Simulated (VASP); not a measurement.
# OF2 in VASP: single point with PBEsol

Aim: the single point of OF2 with PBEsol.

Everything below comes from runs of VASP 6.6.1. Logs are shortened: lines on timing, memory, paths and dates and some standing lists are left out, and cuts for length are marked.

## Step 1: The cell of the first run

The cell holds a slab with vacuum, 6 atoms: a = 2.630 Å, b = 2.630 Å, c = 15.983 Å, α = 90.00°, β = 90.00°, γ = 120.00°.

## Step 2: Single point, PBEsol

Input file INCAR:

```
SYSTEM = OF2
PREC = Accurate
ENCUT = 520
EDIFF = 1E-6
ISMEAR = -1
SIGMA = 0.03
LREAL = .False.
LASPH = .True.
NELM = 60
ALGO = Normal
ISIF = 2
LWAVE = .False.
LCHARG = .False.
GGA = PS
NBANDS = 29
```

Input file KPOINTS:

```
Automatic mesh
0
Gamma
  9 9 2
  0 0 0
```

Input file POSCAR:

```
OF2
1.0
    2.6303578437      0.0000000000      0.0000000000
   -1.3151789219      2.2779567137      0.0000000000
    0.0000000000      0.0000000000     15.9831793968
O F
2 4
Direct
    0.6666666667      0.3333333333      0.1462352621
    0.3333333333      0.6666666667      0.8537647379
    0.3333333333      0.6666666667      0.2272128239
    0.6666666667      0.3333333333      0.9353523650
    0.3333333333      0.6666666667      0.0646476350
    0.6666666667      0.3333333333      0.7727871761
```

Potentials or basis: VASP PAW PBE potentials, release 64 (O, F).

Launch:

```bash
$ cat potpaw_PBE.64/O/POTCAR potpaw_PBE.64/F/POTCAR > POTCAR
$ mpirun -np 1 vasp_std > vasp.out
```

OUTCAR:

```text
SYSTEM = OF2
   PREC = Accurate
   ENCUT = 520
   EDIFF = 1E-6
   ISMEAR = -1
   LREAL = .False.
   LASPH = .True.
   NELM = 60
   ISIF = 2
   GGA = PS

 ion  position               nearest neighbor table
   1  0.667  0.333  0.146-
   2  0.333  0.667  0.854-
   3  0.333  0.667  0.227-
   4  0.667  0.333  0.935-
   5  0.333  0.667  0.065-
   6  0.667  0.333  0.773-

  LATTYP: Found a hexagonal cell.
 ALAT       =     2.6303578437
 C/A-ratio  =     6.0764277511

  Lattice vectors:

 A1 = (   2.6303578437,   0.0000000000,   0.0000000000)
 A2 = (  -1.3151789219,   2.2779567137,   0.0000000000)
 A3 = (   0.0000000000,   0.0000000000,  15.9831793968)

Analysis of symmetry for initial positions (statically):
=====================================================================
 Subroutine PRICEL returns:
 Original cell was already a primitive cell.

 Routine SETGRP: Setting up the symmetry group for a
 hexagonal supercell.

 Subroutine GETGRP returns: Found 12 space group operations
 (whereof 12 operations were pure point group operations)
 out of a pool of 24 trial point group operations.

The static configuration has the point symmetry D_3d.

Analysis of symmetry for dynamics (positions and initial velocities):
=====================================================================
 Subroutine PRICEL returns:
 Original cell was already a primitive cell.

 Routine SETGRP: Setting up the symmetry group for a
 hexagonal supercell.

 Subroutine GETGRP returns: Found 12 space group operations
 (whereof 12 operations were pure point group operations)
 out of a pool of 24 trial point group operations.

The dynamic configuration has the point symmetry D_3d.

 Subroutine INISYM returns: Found 12 space group operations
 (whereof 12 operations are pure point group operations),
 and found     1 'primitive' translations

----------------------------------------------------------------------------------------

                                     Primitive cell

  volume of cell :      95.7687

  direct lattice vectors                    reciprocal lattice vectors
     2.630357844  0.000000000  0.000000000     0.380176409  0.219494952  0.000000000
    -1.315178922  2.277956714  0.000000000     0.000000000  0.438989904  0.000000000
     0.000000000  0.000000000 15.983179397     0.000000000  0.000000000  0.062565775

  length of vectors
     2.630357844  2.630357844 15.983179397     0.438989904  0.438989904  0.062565775

  position of ions in fractional coordinates (direct lattice)
     0.666666667  0.333333333  0.146235262
     0.333333333  0.666666667  0.853764738
     0.333333333  0.666666667  0.227212824
     0.666666667  0.333333333  0.935352365
     0.333333333  0.666666667  0.064647635
     0.666666667  0.333333333  0.772787176

  ion indices of the primitive-cell ions
   primitive index   ion index
                 1           1
                 2           2
                 3           3
                 4           4
                 5           5
                 6           6

----------------------------------------------------------------------------------------

 KPOINTS: Automatic mesh

Automatic generation of k-mesh.
 Grid dimensions read from file:
 generate k-points for:    9    9    2

 Generating k-lattice:

  Cartesian coordinates                     Fractional coordinates (reciprocal lattice)
     0.042241823  0.024388328  0.000000000     0.111111111 -0.000000000  0.000000000
     0.000000000  0.048776656  0.000000000     0.000000000  0.111111111  0.000000000
     0.000000000  0.000000000  0.031282887     0.000000000  0.000000000  0.500000000

  Length of vectors
     0.048776656  0.048776656  0.031282887

  Shift w.r.t. Gamma in fractional coordinates (k-lattice)
     0.000000000  0.000000000  0.000000000

 Subroutine IBZKPT returns following result:
 ===========================================

 Found     24 irreducible k-points:

 Following reciprocal coordinates:
            Coordinates               Weight
  0.000000  0.000000  0.000000      1.000000
  0.111111  0.000000  0.000000      6.000000
  0.222222  0.000000  0.000000      6.000000
  0.333333  0.000000  0.000000      6.000000
  0.444444  0.000000  0.000000      6.000000
  0.111111  0.111111  0.000000      6.000000
[... 16 lines left out ...]
  0.333333  0.222222  0.500000     12.000000
  0.333333  0.333333  0.500000      2.000000
   k-points           NKPTS =     24   k-points in BZ     NKDIM =     24   number of bands    NBANDS=     29
   number of dos      NEDOS =    301   number of ions     NIONS =      6
   total plane-waves  NPLWV =  48000
   dimension x,y,z NGX =    20 NGY =   20 NGZ =  120
   dimension x,y,z NGXF=    40 NGYF=   40 NGZF=  240
   ions per type =               2   4
   NGX,Y,Z   is equivalent  to a cutoff of  12.64, 12.64, 12.48 a.u.
   NGXF,Y,Z  is equivalent  to a cutoff of  25.28, 25.28, 24.96 a.u.
 SYSTEM =  OF2
   PREC   = accura    normal or accurate (medium, high low for compatibility)
   ISTART =      0    job   : 0-new  1-cont  2-samecut
   ICHARG =      2    charge: 1-file 2-atom 10-const
   ISPIN  =      1    spin polarized calculation?
   LNONCOLLINEAR =      F non collinear calculations
   LSORBIT =      F    spin-orbit coupling
   LASPH  =      T    aspherical Exc in radial PAW
   ENCUT  =  520.0 eV  38.22 Ry    6.18 a.u.   4.89  4.89 29.72*2*pi/ulx,y,z
   NELM   =     60;   NELMIN=  2; NELMDL= -5     # of ELM steps
   EDIFF  = 0.1E-05   stopping-criterion for ELM
   LREAL  =      F    real-space projection
   EDIFFG = 0.1E-04   stopping-criterion for IOM
   NSW    =      0    number of steps for IOM
   IBRION =     -1    ionic relax: 0-MD 1-quasi-New 2-CG
   NFREE  =      0    steps in history (QN), initial steepest desc. (CG)
   ISIF   =      2    stress and relaxation
   ISYM   =      2    0-nonsym 1-usesym 2-fastsym
   POTIM  = 0.5000    time-step for ionic-motion
   TEBEG  =    0.0;   TEEND  =   0.0 temperature during run
   PSTRESS=    0.0 pullay stress
   NELECT =      40.0000    total number of electrons
   NUPDOWN=      -1.0000    fix difference up-down
   EMIN   =  10.00;   EMAX   =-10.00  energy-range for DOS
   EFERMI =   0.00;   METHOD = LEGACY
   ISMEAR =    -1;   SIGMA  =   0.03  broadening in eV -4-tet -1-fermi 0-gaus
   EFERMI_NEDOS =   21; number of points for ismear=-14 and -15
   IALGO  =     38    algorithm
   IMIX   =      4    mixing-type and parameters
     AMIX     =   0.40;   BMIX     =  1.00
     AMIX_MAG =   1.60;   BMIX_MAG =  1.00
  volume/ion in A,a.u.               =      15.96       107.71
  Fermi-wavevector in a.u.,A,eV,Ry     =   1.223734  2.312522 20.375061  1.497525
  Thomas-Fermi vector in A             =   2.358834
   LORBIT       =      0    0 simple, 1 ext, 2 COOP (PROOUT), +10 PAW based schemes
   GGA     = PS    functional components
   LHFCALC =     F    Hartree Fock is set to
   AEXX    =    0.0000 exact exchange contribution
   IVDW    =     0    specifies the selected vdW correction
   LEPSILON=     F    determine dielectric tensor
   LRPA    =     F    only Hartree local field effects (RPA)
 non-spin polarized calculation
  energy-cutoff  :      520.00
  volume of cell :       95.77
 maximum number of plane-waves:      2628
 NGX is ok and might be reduce to    20
   NGX =  9   NGY =  9   NGZ = 59

 number of electron      40.0000029 magnetization

 Free energy of the ion-electron system (eV)
  ---------------------------------------------------
  ext. energy  EPLUGINS =         0.00000000
  ---------------------------------------------------
  free energy    TOTEN  =       -10.99071678 eV

  energy without entropy =      -10.95379294  energy(sigma->0) =      -10.97225486

 E-fermi :  -4.0234     XC(G=0):  -6.8888

 val. band max:       -4.0286227595   @ k =   0.2222   0.1111   0.0000
 cond. band min:      -4.0159514305   @ k =   0.0000   0.0000   0.5000
 fundamental gap:      0.0126713290
 Fermi energy:        -4.0234438394

 k-point     1 :       0.0000    0.0000    0.0000
  band No.  band energies     occupation
      1     -27.2343      2.00000
      2     -27.0446      2.00000
      3     -26.1251      2.00000
      4     -25.8743      2.00000
      5     -20.9123      2.00000
      6     -20.7926      2.00000
[... 21 lines left out ...]
     28       8.7072      0.00000
     29      10.0330      0.00000

 k-point     2 :       0.1111    0.0000    0.0000
  band No.  band energies     occupation
      1     -27.0926      2.00000
      2     -26.9063      2.00000
      3     -26.0381      2.00000
      4     -25.7997      2.00000
      5     -20.9178      2.00000
      6     -20.8163      2.00000
[... 21 lines left out ...]
     28       9.0444      0.00000
     29      10.4188      0.00000

 k-point     3 :       0.2222    0.0000    0.0000
  band No.  band energies     occupation
      1     -26.7047      2.00000
      2     -26.5306      2.00000
      3     -25.8082      2.00000
      4     -25.6076      2.00000
      5     -20.9611      2.00000
      6     -20.9048      2.00000
[... 21 lines left out ...]
     28       9.9351      0.00000
     29      11.4685      0.00000

 k-point     4 :       0.3333    0.0000    0.0000
  band No.  band energies     occupation
      1     -26.1928      2.00000
      2     -26.0456      2.00000
      3     -25.5258      2.00000
      4     -25.3848      2.00000
      5     -21.0811      2.00000
      6     -21.0719      2.00000
[... 21 lines left out ...]
     28      11.1274      0.00000
     29      12.8629      0.00000

 k-point     5 :       0.4444    0.0000    0.0000
  band No.  band energies     occupation
      1     -25.7919      2.00000
      2     -25.6872      2.00000
      3     -25.3229      2.00000
      4     -25.2439      2.00000
      5     -21.2349      2.00000
      6     -21.2236      2.00000
[... 21 lines left out ...]
     28      12.5349      0.00000
     29      12.6947      0.00000
[... 510 lines left out ...]
     28      12.0238      0.00000
     29      12.6315      0.00000

 k-point    22 :       0.2222    0.2222    0.5000
  band No.  band energies     occupation
      1     -25.9450      2.00000
      2     -25.8182      2.00000
      3     -25.3953      2.00000
      4     -25.2887      2.00000
      5     -21.1452      2.00000
      6     -21.1410      2.00000
[... 21 lines left out ...]
     28      11.7684      0.00000
     29      13.6407      0.00000

 k-point    23 :       0.3333    0.2222    0.5000
  band No.  band energies     occupation
      1     -25.6159      2.00000
      2     -25.5431      2.00000
      3     -25.2338      2.00000
      4     -25.1867      2.00000
      5     -21.2615      2.00000
      6     -21.2511      2.00000
[... 21 lines left out ...]
     28      13.3389      0.00000
     29      13.6196      0.00000

 k-point    24 :       0.3333    0.3333    0.5000
  band No.  band energies     occupation
      1     -25.4725      2.00000
      2     -25.4725      2.00000
      3     -25.1652      2.00000
      4     -25.1652      2.00000
      5     -21.2889      2.00000
      6     -21.2889      2.00000
[... 21 lines left out ...]
     28      13.1765      0.00000
     29      13.3290      0.00000

------------------------ aborting loop because EDIFF is reached ----------------------------------------

  FORCE on cell =-STRESS in cart. coord.  units (eV):
  Direction    XX          YY          ZZ          XY          YZ          ZX
  --------------------------------------------------------------------------------------
  -------------------------------------------------------------------------------------
  Total       -0.2083954     -0.2083954     -0.2023843      0.0000000     -0.0000000     -0.0000000
  in kB       -3.4863841     -3.4863841     -3.3858209      0.0000000     -0.0000000     -0.0000000
  external PRESSURE =      -3.4528630 kB  Pullay stress =       0.0000000 kB

 VOLUME and BASIS-vectors are now :
 -----------------------------------------------------------------------------
  energy-cutoff  :      520.00
  volume of cell :       95.77
      direct lattice vectors                 reciprocal lattice vectors
     2.630357844  0.000000000  0.000000000     0.380176409  0.219494952  0.000000000
    -1.315178922  2.277956714  0.000000000     0.000000000  0.438989904  0.000000000
     0.000000000  0.000000000 15.983179397     0.000000000  0.000000000  0.062565775

 POSITION                                       TOTAL-FORCE (eV/Angst)
 -----------------------------------------------------------------------------------
      1.31518      0.75932      2.33730         0.000000     -0.000000     -0.000033
     -0.00000      1.51864     13.64587        -0.000000     -0.000000      0.000033
     -0.00000      1.51864      3.63158        -0.000000     -0.000000      0.006668
      1.31518      0.75932     14.94990         0.000000      0.000000      0.007958
     -0.00000      1.51864      1.03327         0.000000     -0.000000     -0.007958
      1.31518      0.75932     12.35160         0.000000     -0.000000     -0.006668
 -----------------------------------------------------------------------------------
    total drift:                               -0.000000     -0.000000      0.000000

  FREE ENERGIE OF THE ION-ELECTRON SYSTEM (eV)
  ---------------------------------------------------
  free  energy   TOTEN  =       -10.9907167770 eV

  energy  without entropy=      -10.9537929432  energy(sigma->0) =      -10.97225486
```

Wall time 39 s (1 thread of Intel Xeon Platinum 8488C (Sapphire Rapids), shared host); peak memory 0.21 GiB.

What came out:

```
Free energy            : -10.9907 eV
Largest force          : 0.008 eV/Å
Band gap on the k mesh : zero (band 20 reaches -3.93 eV, above the bottom of band 21 at -4.15 eV)
```

Forces on the atoms (eV/Å):
```
O    0.000  0.000  0.000
O    0.000  0.000  0.000
F    0.000  0.000  0.007
F    0.000  0.000  0.008
F    0.000  0.000 -0.008
F    0.000  0.000 -0.007
```

Levels at points of the mesh, in eV from the Fermi level:
```tsv
k point	band 17	band 18	band 19	band 20	band 21	band 22	band 23	band 24
(0.00, 0.00, 0.00)	-1.61	-1.61	-0.52	-0.12	-0.12	-0.10	-0.10	0.01
(0.00, 0.00, 0.50)	-1.61	-1.61	-0.52	-0.12	-0.12	-0.10	-0.10	0.01
```

Caveat: the PAW data sets were made with another functional, which shifts forces and pressure a little.
